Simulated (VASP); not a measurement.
A run of VASP 6.6.1 is set up as follows.

The input INCAR:

```
SYSTEM = AlGa2
PREC = Accurate ; ENCUT = 520
EDIFF = 1E-6 ; ISMEAR = 0
SIGMA = 0.1 ; LREAL = .FALSE.
LASPH = .TRUE. ; NELM = 60
ALGO = Fast ; ISIF = 2
LWAVE = .FALSE. ; LCHARG = .FALSE.
GGA = PE ; NBANDS = 22
```

The input KPOINTS:

```
Automatic mesh
0
G
  6 6 6
  0 0 0
```

Contents of POSCAR:

```
AlGa2
1.0
    0.0000000000      2.9465675600      2.9465675600
    2.9465675600      0.0000000000      2.9465675600
    2.9465675600      2.9465675600      0.0000000000
Al Ga
1 2
Direct
    0.0000000000      0.0000000000      0.0000000000
    0.2500000000      0.2500000000      0.2500000000
    0.7500000000      0.7500000000      0.7500000000
```

Potentials or basis: VASP PAW PBE potentials, release 64 (Al, Ga_d).

Launch:

```sh
$ cat potpaw_PBE.64/Al/POTCAR potpaw_PBE.64/Ga_d/POTCAR > POTCAR
$ mpirun -np 1 vasp_std > vasp.out
```

What does it give for the band gap on the k mesh?

Zero (an odd number of electrons rules out a gap without spin polarisation).

What does it give for the pressure?

12.8 GPa.

Caveat: the cell stands under pressure.
